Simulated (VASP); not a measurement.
# Si20H10CF2 in VASP: single point with PBEsol

Aim: the single point of Si20H10CF2 with PBEsol.

All numbers are computed with VASP 6.6.1; they aren't measurements. Logs are shortened: lines on timing, memory, paths and dates and some standing lists are left out, and cuts for length are marked.

## (1) The cell of the first run

The cell holds a slab with vacuum, 33 atoms: a = 7.679 Å, b = 7.679 Å, c = 22.254 Å, α = 90.00°, β = 90.00°, γ = 90.00°.

## (2) Single point, PBEsol

Contents of INCAR:

```
SYSTEM = Si20H10CF2
PREC = Accurate ; ENCUT = 1010
EDIFF = 1E-6 ; ISMEAR = -1
SIGMA = 0.05 ; LREAL = Auto
LASPH = .TRUE. ; NELM = 120
ALGO = Normal ; ISIF = 2
LWAVE = .FALSE. ; LCHARG = .FALSE.
GGA = PS ; NBANDS = 76
GGA_COMPAT = .FALSE. ; NELMDL = -8
```

Contents of KPOINTS:

```
regular mesh
0
G
  1 1 1
  0 0 0
```

Contents of POSCAR:

```
Si20H10CF2
1.0
    7.6791800000      0.0000000000      0.0000000000
    0.0000000000      7.6791800000      0.0000000000
    0.0000000000      0.0000000000     22.2543620000
H Si C F
10 20 1 2
Direct
    0.4093926695      0.0000000000      0.0449350109
    0.0906086327      0.0000000000      0.0449350109
    0.9093939718      0.0000000000      0.0449350109
    0.5906099349      0.0000000000      0.0449350109
    0.4093926695      0.5000013022      0.0449350109
    0.0906086327      0.5000013022      0.0449350109
    0.9093939718      0.5000013022      0.0449350109
    0.5906099349      0.5000013022      0.0449350109
    0.2340744715      0.4614815644      0.3794402194
    0.8049817819      0.5184928599      0.3636320826
    0.2500006511      0.0000000000      0.0838262629
    0.7500019533      0.0000000000      0.0838262629
    0.2500006511      0.5000013022      0.0838262629
    0.7500019533      0.5000013022      0.0838262629
    0.2507559401      0.2517195846      0.1377258085
    0.7485955532      0.2528915848      0.1378920681
    0.2517326069      0.7488299532      0.1470677973
    0.7491164421      0.7464338640      0.1470767843
    0.0007422668      0.2556913629      0.1936429362
    0.4989595243      0.2598584745      0.1951797135
    0.0004427556      0.7301821288      0.2060584797
    0.5003138356      0.7288408398      0.2079592306
    0.0024612003      0.0123841348      0.2562913284
    0.5013295690      0.0139468016      0.2560621599
    0.0078914676      0.4849866783      0.2599400513
    0.4994022799      0.4880338786      0.2659119143
    0.2525530070      0.1103633461      0.3008443918
    0.7482569754      0.1162884579      0.3027091947
    0.2499225178      0.4162163148      0.3134711298
    0.7587789321      0.4250193380      0.3056479444
    0.6250927833      0.2727895426      0.4032467882
    0.5741107775      0.4376639172      0.4144670604
    0.7874668910      0.2612648746      0.4250986840
```

Potentials or basis: VASP PAW PBE potentials, release 64 (H_h, Si, C_h, F_h).

Launch:

```sh
cat potpaw_PBE.64/H_h/POTCAR potpaw_PBE.64/Si/POTCAR potpaw_PBE.64/C_h/POTCAR potpaw_PBE.64/F_h/POTCAR > POTCAR
mpirun -np 1 vasp_gam > vasp.out
```

OUTCAR:

```text
SYSTEM = Si20H10CF2
   PREC = Accurate
   ENCUT = 1010
   EDIFF = 1E-6
   ISMEAR = -1
   LREAL = Auto
   LASPH = .TRUE.
   NELM = 120
   ISIF = 2
   GGA = PS
   NELMDL = -8

 ion  position               nearest neighbor table
   1  0.409  0.000  0.045-  11 1.50
   2  0.091  0.000  0.045-  11 1.50
   3  0.909  0.000  0.045-  12 1.50
   4  0.591  0.000  0.045-  12 1.50
   5  0.409  0.500  0.045-  13 1.50
   6  0.091  0.500  0.045-  13 1.50
   7  0.909  0.500  0.045-  14 1.50
   8  0.591  0.500  0.045-  14 1.50
   9  0.234  0.461  0.379-  29 1.51
  10  0.805  0.518  0.364-  30 1.52
  11  0.250  0.000  0.084-   1 1.50   2 1.50  15 2.27  17 2.39
  12  0.750  0.000  0.084-   4 1.50   3 1.50  16 2.28  18 2.40
  13  0.250  0.500  0.084-   5 1.50   6 1.50  15 2.25  17 2.37
  14  0.750  0.500  0.084-   8 1.50   7 1.50  16 2.25  18 2.36
  15  0.251  0.252  0.138-  13 2.25  11 2.27  19 2.29  20 2.30
  16  0.749  0.253  0.138-  14 2.25  12 2.28  19 2.30  20 2.30
[... 8 lines left out ...]
  25  0.008  0.485  0.260-  30 2.22  21 2.23  29 2.27  19 2.30
  26  0.499  0.488  0.266-  30 2.23  22 2.25  29 2.26  20 2.36
  27  0.253  0.110  0.301-  24 2.28  23 2.29  29 2.37
  28  0.748  0.116  0.303-  24 2.30  23 2.35  30 2.37
  29  0.250  0.416  0.313-   9 1.51  26 2.26  25 2.27  27 2.37
  30  0.759  0.425  0.306-  10 1.52  25 2.22  26 2.23  28 2.37
  31  0.625  0.273  0.403-  33 1.34  32 1.35
  32  0.574  0.438  0.414-  31 1.35
  33  0.787  0.261  0.425-  31 1.34

  LATTYP: Found a simple tetragonal cell.
 ALAT       =     7.6791800000
 C/A-ratio  =     2.8980128087

  Lattice vectors:

 A1 = (   7.6791800000,   0.0000000000,   0.0000000000)
 A2 = (   0.0000000000,   7.6791800000,   0.0000000000)
 A3 = (   0.0000000000,   0.0000000000,  22.2543620000)

Analysis of symmetry for initial positions (statically):
=====================================================================
 Subroutine PRICEL returns:
 Original cell was already a primitive cell.

 Routine SETGRP: Setting up the symmetry group for a
 simple tetragonal supercell.

 Subroutine GETGRP returns: Found  1 space group operations
 (whereof  1 operations were pure point group operations)
 out of a pool of 16 trial point group operations.

The static configuration has the point symmetry C_1 .

Analysis of symmetry for dynamics (positions and initial velocities):
=====================================================================
 Subroutine PRICEL returns:
 Original cell was already a primitive cell.

 Routine SETGRP: Setting up the symmetry group for a
[... 149 lines left out ...]
   NFREE  =      0    steps in history (QN), initial steepest desc. (CG)
   ISIF   =      2    stress and relaxation
   ISYM   =      2    0-nonsym 1-usesym 2-fastsym
   POTIM  = 0.5000    time-step for ionic-motion
   TEBEG  =    0.0;   TEEND  =   0.0 temperature during run
   PSTRESS=    0.0 pullay stress
   NELECT =     108.0000    total number of electrons
   NUPDOWN=      -1.0000    fix difference up-down
   EMIN   =  10.00;   EMAX   =-10.00  energy-range for DOS
   EFERMI =   0.00;   METHOD = LEGACY
   ISMEAR =    -1;   SIGMA  =   0.05  broadening in eV -4-tet -1-fermi 0-gaus
   EFERMI_NEDOS =   21; number of points for ismear=-14 and -15
   IALGO  =     38    algorithm
   IMIX   =      4    mixing-type and parameters
     AMIX     =   0.40;   BMIX     =  1.00
     AMIX_MAG =   1.60;   BMIX_MAG =  1.00
  volume/ion in A,a.u.               =      39.77       268.37
  Fermi-wavevector in a.u.,A,eV,Ry     =   0.712089  1.345654  6.899122  0.507071
  Thomas-Fermi vector in A             =   1.799373
   LORBIT       =      0    0 simple, 1 ext, 2 COOP (PROOUT), +10 PAW based schemes
   GGA     = PS    functional components
   LHFCALC =     F    Hartree Fock is set to
   AEXX    =    0.0000 exact exchange contribution
   IVDW    =     0    specifies the selected vdW correction
   LEPSILON=     F    determine dielectric tensor
   LRPA    =     F    only Hartree local field effects (RPA)
 non-spin polarized calculation
  energy-cutoff  :     1010.00
  volume of cell :     1312.34
 maximum number of plane-waves:     47788
 NGX is ok and might be reduce to    80
   NGX = 39   NGY = 39   NGZ =115

 number of electron     107.9999998 magnetization

 Free energy of the ion-electron system (eV)
  ---------------------------------------------------
  ext. energy  EPLUGINS =         0.00000000
  ---------------------------------------------------
  free energy    TOTEN  =      -148.96520807 eV

  energy without entropy =     -148.89918285  energy(sigma->0) =     -148.93219546

 E-fermi :  -1.1320     XC(G=0):  -3.9679

 val. band max:       -1.2405942100   @ k =   0.0000   0.0000   0.0000
 cond. band min:      -1.0233873608   @ k =   0.0000   0.0000   0.0000
 fundamental gap:      0.2172068493
 Fermi energy:        -1.1319922717

 k-point     1 :       0.0000    0.0000    0.0000
  band No.  band energies     occupation
      1     -29.3418      2.00000
      2     -27.6404      2.00000
      3     -13.7337      2.00000
      4     -13.1384      2.00000
      5     -11.8780      2.00000
      6     -11.2636      2.00000
[... 58 lines left out ...]
     65       1.1858      0.00000
     66       1.2369      0.00000
 [bands above 66 left out]

------------------------ aborting loop because EDIFF is reached ----------------------------------------

  FORCE on cell =-STRESS in cart. coord.  units (eV):
  Direction    XX          YY          ZZ          XY          YZ          ZX
  --------------------------------------------------------------------------------------
  -------------------------------------------------------------------------------------
  Total       39.3997103     12.4310255      7.2928378      0.3876444     -9.4214672     -1.5183389
  in kB       48.1015164     15.1765374      8.9035314      0.4732594    -11.5022891     -1.8536787
  external PRESSURE =      24.0605284 kB  Pullay stress =       0.0000000 kB

 VOLUME and BASIS-vectors are now :
 -----------------------------------------------------------------------------
  energy-cutoff  :     1010.00
  volume of cell :     1312.34
      direct lattice vectors                 reciprocal lattice vectors
     7.679180000  0.000000000  0.000000000     0.130222237  0.000000000  0.000000000
     0.000000000  7.679180000  0.000000000     0.000000000  0.130222237  0.000000000
     0.000000000  0.000000000 22.254362000     0.000000000  0.000000000  0.044935011

 POSITION                                       TOTAL-FORCE (eV/Angst)
 -----------------------------------------------------------------------------------
      3.14380      0.00000      1.00000        -0.791951     -0.128401     -0.000723
      0.69580      0.00000      1.00000         0.797049     -0.112503      0.077913
      6.98340      0.00000      1.00000        -0.798642     -0.106167      0.105348
      4.53540      0.00000      1.00000         0.771766     -0.118719      0.065985
      3.14380      3.83960      1.00000        -0.795646      0.124202      0.042198
      0.69580      3.83960      1.00000         0.815872      0.133957      0.015271
[... 25 lines left out ...]
      4.40870      3.36090      9.22370        -0.133259     -0.788109      0.423149
      6.04710      2.00630      9.46030        -0.502745      0.000130      0.843326
 -----------------------------------------------------------------------------------
    total drift:                                0.019668      0.000708     -0.003583

  FREE ENERGIE OF THE ION-ELECTRON SYSTEM (eV)
  ---------------------------------------------------
  free  energy   TOTEN  =      -148.9652080711 eV

  energy  without entropy=     -148.8991828516  energy(sigma->0) =     -148.93219546
```

stdout:

```text
POSCAR found type information on POSCAR H SiC F
 POSCAR found :  4 types and      33 ions
 scaLAPACK will be used
 -----------------------------------------------------------------------------
|                                                                             |
|                                                                             |
|     You enforced a specific xc type in the INCAR file but a different       |
|     I HOPE YOU KNOW WHAT YOU ARE DOING!                                     |
|                                                                             |
 -----------------------------------------------------------------------------

 LDA part: xc-table for (Slater+PW92), standard interpolation
 POSCAR, INCAR and KPOINTS ok, starting setup
 FFT: planning ... GRIDC
 FFT: planning ... GRID_SOFT
 FFT: planning ... GRID
 WAVECAR not read
 entering main loop
```

Wall time 12 min (1 thread of AMD EPYC 7R13 (Zen 3), shared host); peak memory 2.3 GiB.

Results:

```
Free energy   : -148.9652 eV
Largest force : 1.936 eV/Å
```

Forces in eV/Å, atoms in the order of the input:
```
H   -0.792 -0.128 -0.001
H    0.797 -0.113  0.078
H   -0.799 -0.106  0.105
H    0.772 -0.119  0.066
H   -0.796  0.124  0.042
H    0.816  0.134  0.015
H   -0.817  0.119  0.007
H    0.813  0.111  0.007
H    0.021 -0.040 -0.184
H   -0.143 -0.302 -0.253
Si   0.174 -0.499 -0.158
Si  -0.083 -0.476 -0.008
Si  -0.062  0.619 -0.417
Si   0.017  0.579 -0.556
Si  -0.013 -0.157  0.317
Si   0.028 -0.094  0.389
Si  -0.001  0.022 -0.280
Si   0.016 -0.019 -0.248
Si   0.013 -0.099 -0.180
Si  -0.015  0.087  0.037
Si  -0.006  1.859 -0.169
Si   0.014  1.923 -0.219
Si  -0.006 -0.850  0.331
Si  -0.081 -0.907  0.139
Si   0.423  0.048 -0.934
Si  -0.072  0.110 -0.775
Si   0.032 -0.310  0.205
Si  -0.054 -0.231  0.250
Si  -0.161 -0.483  0.807
Si   0.189  0.105  0.609
C    0.412 -0.117 -0.288
F   -0.133 -0.788  0.423
F   -0.503  0.000  0.843
```

Caveat: the k points lie up to 0.82 Å⁻¹ apart, too coarse for converged energies, forces and pressures; there is no dipole correction, which matters where the two faces differ; the PAW data sets were made with another functional, which shifts forces and pressure a little.
